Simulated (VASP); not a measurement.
Write the native input for VASP 6.6.1 that does the following.

```yaml
Task: single point
Functional: PBE
Potentials_or_basis: VASP PAW PBE potentials, release 64 (Ga_d, P)
Cutoff: 520 eV
k_mesh: 8 × 8 × 6
Occupations: gaussian, width 0.02 eV
Spin: no spin polarisation
Dipole_correction: no
Further_INCAR_settings: ALGO = Normal; EDIFF = 1e-06; NBANDS = 26
```

The structure of GaP lies in POSCAR:

```
GaP
1.0
    2.7938468684      2.7938468684      0.0000000000
   -2.7938468684      2.7938468684      0.0000000000
    0.0000000000      0.0000000000      5.4555709293
Ga P
2 2
Direct
    0.0000000000      0.0000000000      0.0000000000
    0.5000000000      0.5000000000      0.5000000000
    0.5000000000      0.0000000000      0.7500000000
    0.0000000000      0.5000000000      0.2500000000
```

This cell differs from its parent crystal: biaxial strain in the a-b plane: +1.5 %.

The input as run:

INCAR

```
SYSTEM = GaP
  ALGO = Normal
  EDIFF = 1E-6
  ENCUT = 520
  GGA = PE
  ISIF = 2
  ISMEAR = 0
  LASPH = .TRUE.
  LCHARG = .FALSE.
  LREAL = .FALSE.
  LWAVE = .FALSE.
  NBANDS = 26
  NELM = 60
  PREC = Accurate
  SIGMA = 0.02
```

KPOINTS

```
k-points
0
G
  8 8 6
  0 0 0
```

Potentials or basis: VASP PAW PBE potentials, release 64 (Ga_d, P).

Run with:

```sh
$ cat potpaw_PBE.64/Ga_d/POTCAR potpaw_PBE.64/P/POTCAR > POTCAR
$ mpirun -np 1 vasp_std > vasp.out
```

Results of the run:

* Pressure: -1.5 GPa
* Band gap on the k mesh: 1.32 eV

Caveat: the cell differs from its parent crystal (biaxial strain in the a-b plane: +1.5 %).

Run time: 76 s on 1 thread of Intel Xeon 6455B, with other jobs on the host, peak memory 0.25 GiB.
